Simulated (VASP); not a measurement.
Cd4SeS3: single point with PBE

Crystal: Cd4SeS3.

```xyz
8
Lattice="4.2415 0.0000 0.0000 -2.1207 3.6732 0.0000 0.0000 0.0000 13.8270" Properties=species:S:1:pos:R:3 pbc="T T T"
Cd    0.0000    2.4488    0.0660
Cd    0.0000    2.4488    6.8343
Cd    2.1207    1.2244    3.4503
Cd    2.1207    1.2244   10.5145
Se    0.0000    2.4488    9.5200
S     0.0000    2.4488    2.6386
S     2.1207    1.2244    6.0233
S     2.1207    1.2244   13.0807
```

- Program: VASP 6.6.1
- Task: single point
- Functional: PBE
- Potentials or basis: VASP PAW PBE potentials, release 64 (Cd, Se, S)
- Cutoff: 520 eV
- k mesh: 6 × 6 × 2
- Occupations: gaussian, width 0.02 eV
- Spin: no spin polarisation
- Dipole correction: no
- Further INCAR settings: ALGO = Normal; EDIFF = 1e-06; NBANDS = 46

The pressure is 0.3 GPa, the largest force is 0.014 eV/Å and the band gap on the k mesh is 0.74 eV.

Forces in eV/Å, atoms in the order of the input:
```
Cd   0.000  0.000 -0.004
Cd   0.000  0.000  0.004
Cd   0.000  0.000 -0.004
Cd   0.000  0.000  0.003
Se   0.000  0.000 -0.014
S    0.000  0.000  0.005
S    0.000  0.000  0.004
S    0.000  0.000  0.007
```

Levels at points of the mesh, in eV from the valence-band top:
```
           k point  band 32  band 33  band 34  band 35  band 36  band 37  band 38  band 39  band 40  band 41
(0.00, 0.00, 0.00)    -0.52    -0.52    -0.27     0.00     0.00     0.74     2.29     2.34     2.61     5.68
(0.50, 0.00, 0.00)    -1.52    -1.46    -1.34    -1.31    -0.78     3.08     3.09     3.26     3.53     4.78
(0.00, 0.00, 0.50)    -0.79    -0.46    -0.46    -0.01    -0.01     1.63     1.67     2.34     2.60     5.78
(0.50, 0.00, 0.50)    -1.73    -1.31    -1.19    -1.16    -0.83     2.90     2.94     3.48     3.59     5.06
```

It took 91 s on 1 thread of AMD EPYC 9R45 96-Core Processor (Zen 5) (shared host), peak memory 0.35 GiB.

Caveat: semilocal functionals underestimate gaps, and a narrow one can read as zero.
